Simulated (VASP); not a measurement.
# HfSiO4: single point with r2SCAN+rVV10

Crystal: HfSiO4.

```
Hf Si O
1.0
    -3.28268    3.28268    2.98276
     3.28268   -3.28268    2.98276
     3.28268    3.28268   -2.98276
Hf Si O
2 2 8
Direct
  0.00000 0.00000 0.00000
  0.75000 0.25000 0.50000
  0.25000 0.75000 0.50000
  0.50000 0.50000 0.00000
  0.13496 0.31987 0.81509
  0.06987 0.75478 0.68491
  0.06987 0.38496 0.31509
  0.50478 0.31987 0.18491
  0.68013 0.49522 0.81509
  0.61504 0.93013 0.68491
  0.24522 0.93013 0.31509
  0.68013 0.86504 0.18491
```

```json
{
 "Program": "VASP 6.6.1",
 "Task": "single point",
 "Functional": "r2SCAN",
 "Dispersion": "rVV10",
 "Potentials or basis": "VASP PAW PBE potentials, release 64 (Hf_pv, Si, O)",
 "Cutoff": "520 eV",
 "k mesh": "6 × 6 × 6",
 "Occupations": "fermi-dirac, width 0.03 eV",
 "Spin": "no spin polarisation",
 "Dipole correction": "no",
 "Further INCAR settings": "ALGO = Normal; EDIFF = 1e-06; NBANDS = 50"
}
```

| Quantity | Value |
| --- | --- |
| Pressure | -1.6 GPa |
| Largest force | 0.220 eV/Å |
| Band gap on the k mesh | 5.98 eV (least direct gap 6.36 eV) |

Forces in eV/Å, atoms in the order of the input:
```
Hf   0.000  0.000  0.000
Hf   0.000  0.000  0.000
Si   0.000  0.000  0.000
Si   0.000  0.000  0.000
O    0.000 -0.159 -0.151
O    0.159  0.000 -0.151
O   -0.159  0.000 -0.151
O    0.000  0.159 -0.151
O   -0.159  0.000  0.151
O    0.000  0.159  0.151
O    0.000 -0.159  0.151
O    0.159  0.000  0.151
```

Stress tensor (GPa, compression positive):
```
-1.83  0.00  0.00
 0.00 -1.83  0.00
 0.00  0.00 -1.09
```

Levels at points of the mesh, in eV from the valence-band top:
```csv
k point,band 34,band 35,band 36,band 37,band 38,band 39,band 40,band 41,band 42,band 43
"(0.00, 0.00, 0.00)",-0.69,-0.60,-0.60,-0.58,0.00,6.36,6.63,6.80,6.80,6.92
"(0.50, 0.00, 0.00)",-1.17,-0.95,-0.86,-0.28,-0.19,6.25,6.39,7.16,7.32,7.45
"(0.50, 0.50, 0.00)",-1.02,-0.95,-0.95,-0.62,-0.62,5.99,5.99,7.11,7.11,7.13
"(0.50, 0.50, 0.50)",-1.40,-1.14,-1.14,-0.90,-0.90,6.83,6.83,7.25,7.25,7.33
```

It took 11 min on 1 thread of Intel(R) Xeon(R) Platinum 8488C (Sapphire Rapids), on a shared host, peak memory 0.64 GiB.

Caveat: the PAW data sets were made with another functional, which shifts forces and pressure a little; spin-orbit coupling is left out, which moves the levels of the heavy elements. A k mesh can miss the band edges.
